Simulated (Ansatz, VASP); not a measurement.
# One calculation of SiO2, two programs

Contents of INCAR:

```
  PREC = Accurate
  ENCUT = 520
  EDIFF = 1E-7
  ISMEAR = 0
  SIGMA = 0.05
  LREAL = False
  LASPH = True
  NELM = 60
  ALGO = Normal
  ISIF = 2
  LWAVE = False
  LCHARG = False
  GGA = PE
  NBANDS = 25
```

KPOINTS

```
regular mesh
0
Gamma
  6 6 8
```

Contents of POSCAR:

```
SiO2
1.0
    4.2041000000      0.0000000000      0.0000000000
    0.0000000000      4.2041000000      0.0000000000
    0.0000000000      0.0000000000      2.8512000000
Si O
2 4
Direct
    0.5000000000      0.5000000000      0.5000000000
    0.0000000000      0.0000000000      0.0000000000
    0.6930127928      0.6930127928      0.0000000000
    0.1930127928      0.8069872072      0.5000000000
    0.3069872072      0.3069872072      0.0000000000
    0.8069872072      0.1930127928      0.5000000000
```

Input for Ansatz:

```yaml
crystal:
  lattice:
    - [4.2041, 0.0, 0.0]
    - [0.0, 4.2041, 0.0]
    - [0.0, 0.0, 2.8512]
  atoms:
    - { symbol: Si, position: [0.5, 0.5, 0.5] }
    - { symbol: Si, position: [0.0, 0.0, 0.0] }
    - { symbol: O, position: [0.6930127928, 0.6930127928, 0.0] }
    - { symbol: O, position: [0.1930127928, 0.8069872072, 0.5] }
    - { symbol: O, position: [0.3069872072, 0.3069872072, 0.0] }
    - { symbol: O, position: [0.8069872072, 0.1930127928, 0.5] }
basis:
  ecutwfc: 520.0
kpoints:
  mp_grid: { grid: [6, 6, 8] }
hamiltonian:
  xc: pbe
  pseudopotentials: { kind: paw, azcp: { folder: soft_1 } }
scf:
  occupations: { method: gaussian, width: 0.05 }
output:
  forces: true
  stress: true
  eigenvalues: true
```

Alike in both runs: task single point; functional PBE; k mesh 6 × 6 × 8; occupations gaussian, width 0.05 eV; no spin polarisation.

|  | VASP | Ansatz |
| --- | --- | --- |
| version | VASP 6.6.1 | Ansatz 0.2.0 |
| potentials or method | VASP PAW PBE potentials, release 64 (Si, O), cutoff 520 eV | scalar-relativistic, plane waves, PAW |
| valence electrons in the cell | 32 | 32 |

```csv
,VASP,Ansatz,Ansatz less VASP
gap on the k mesh at the Fermi level (eV),4.03,4.05,+0.021
least direct gap on the mesh (eV),4.03,4.05,+0.021
pressure (GPa),-13.7,-13.9,-0.22
"traceless stress, the component that is largest in VASP (GPa)",-17.50,-17.77,-0.271
rms of the force components (eV/Å),0.126,0.125,-0.0019
```

Atom by atom the forces differ by 0.002 eV/Å (rms over components). The functional is the same, so the differences come from potentials, cutoffs and numerics.
